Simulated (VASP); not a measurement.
Wanted: the native input for a VASP 6.6.1 run.

- Task: single point
- Functional: PBE
- Potentials or basis: VASP PAW PBE potentials, release 64 (Zr_sv, S)
- Cutoff: 500 eV
- k mesh: 9 × 9 × 6
- Occupations: gaussian, width 0.02 eV
- Spin: no spin polarisation
- Dipole correction: no
- Further INCAR settings: ALGO = Normal; EDIFF = 1e-06; NBANDS = 19

The structure of ZrS2 (gwxp) lies in POSCAR:

```
ZrS2
1.0
    3.6600000012      0.0000000000      0.0000000000
   -1.8300000006      3.1696529789      0.0000000000
    0.0000000000      0.0000000000      5.8330000000
Zr S
1 2
Direct
    0.0000000000      0.0000000000      0.0000000000
    0.6666666667      0.3333333333      0.7511660543
    0.3333333333      0.6666666667      0.2488339457
```

The input as run:

INCAR

```
SYSTEM = ZrS2
PREC     = Accurate       ! precision mode
ENCUT    = 500            ! plane-wave cutoff, eV
EDIFF    = 1E-6           ! SCF threshold, eV
ISMEAR   = 0              ! smearing method
SIGMA    = 0.02           ! smearing width, eV
LREAL    = .FALSE.        ! projectors in reciprocal space
LASPH    = .TRUE.         ! aspherical terms in the spheres
NELM     = 120            ! most SCF steps
ALGO     = Normal         ! electronic algorithm
ISIF     = 2              ! what is computed and relaxed
LWAVE    = .FALSE.        ! write WAVECAR
LCHARG   = .FALSE.        ! write CHGCAR
GGA      = PE             ! functional
NBANDS   = 19             ! bands
GGA_COMPAT= .FALSE.
```

KPOINTS

```
regular mesh
0
G
  9 9 6
  0 0 0
```

Potentials or basis: VASP PAW PBE potentials, release 64 (Zr_sv, S).

The run is started by

```console
$ cat potpaw_PBE.64/Zr_sv/POTCAR potpaw_PBE.64/S/POTCAR > POTCAR
$ mpirun -np 1 vasp_std > vasp.out
```

It gave:

```
Pressure               : 1.6 GPa
Largest force          : 0.007 eV/Å
Band gap on the k mesh : 0.86 eV, indirect (least direct gap 1.50 eV)
```

Caveat: this functional lacks dispersion, which binds the layers, so the pressure and a relaxed spacing across them are unreliable.

It took 29 s on 1 thread of Intel(R) Xeon(R) 6975P-C (Granite Rapids) (shared host), peak memory 0.22 GiB.
